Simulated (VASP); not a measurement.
The system is As2Se.

```xyz
6
Lattice="-3.5294 3.5294 2.6536 3.5294 -3.5294 2.6536 3.5294 3.5294 -2.6536" Properties=species:S:1:pos:R:3 pbc="T T T"
As    0.0000   -1.7647    0.6634
As    0.0000    1.7647    0.6634
As    1.7647    0.0000   -0.6634
As    1.7647   -3.5294    1.9902
Se    0.0000    0.0000    2.6536
Se    3.5294    0.0000    1.3268
```

```yaml
Program: VASP 6.6.1
Task: relaxation of cell and atoms
Functional: RPBE
Potentials_or_basis: VASP PAW PBE potentials, release 64 (As, Se)
Cutoff: 500 eV
k_mesh: 6 × 6 × 6
Occupations: fermi-dirac, width 0.1 eV
Spin: no spin polarisation
```

At the start: pressure 1.6 GPa; volume 22.04 Å³/atom.

Question: Where does the relaxation end?

Answer: Over 5 steps the energy falls by 3.4 meV/atom and the volume is 22.64 Å³/atom (+2.7 %); space group I4_1/amd (No. 141, to 0.1 Å) before and after.

Step by step:
```
step  energy change (eV)  largest force (eV/Å)  pressure (GPa)  volume (Å³)
   1              0.0000                0.0000            1.62       132.22
   2             -0.0159                0.0000           -0.49       136.52
   3             -0.0171                0.0000           -0.07       135.60
   4             -0.0196                0.0000           -0.03       135.72
   5             -0.0205                0.0000            0.00       135.82
```

Final structure:
```yaml
crystal:
  lattice:
    - [-3.57861, 3.57861, 2.65131]
    - [3.57861, -3.57861, 2.65131]
    - [3.57861, 3.57861, -2.65131]
  atoms:
    - { symbol: As, position: [0.87500, 0.12500, 0.75000] }
    - { symbol: As, position: [0.37500, 0.12500, 0.25000] }
    - { symbol: As, position: [0.87500, 0.12500, 0.25000] }
    - { symbol: As, position: [0.87500, 0.62500, 0.75000] }
    - { symbol: Se, position: [0.50000, 0.50000, 0.00000] }
    - { symbol: Se, position: [0.25000, 0.75000, 0.50000] }
```

Caveat: the PAW data sets were made with another functional, which shifts forces and pressure a little.
